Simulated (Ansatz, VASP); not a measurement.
## Ti in VASP and in Ansatz

```
CELL_PARAMETERS angstrom
-1.45024 1.45024 2.05063
1.45024 -1.45024 2.05063
1.45024 1.45024 -2.05063
ATOMIC_POSITIONS crystal
Ti 0.00000 0.00000 0.00000
```

Alike in both runs: task single point; functional PBE; k mesh 28 × 28 × 28; occupations gaussian, width 0.15 eV; no spin polarisation.

|  | VASP | Ansatz |
| --- | --- | --- |
| version | VASP 6.6.1 | Ansatz 0.2.0 |
| potentials or method | VASP PAW PBE potentials, release 64 (Ti_sv), cutoff 520 eV | scalar-relativistic, plane waves, PAW |
| valence electrons in the cell | 12 | 12 |

```csv
,VASP,Ansatz,Ansatz less VASP
gap on the k mesh at the Fermi level (eV),none,none,-
pressure (GPa),0.6,0.9,+0.25
```

A gap of «none» marks a metal or a gap that the smearing closes.
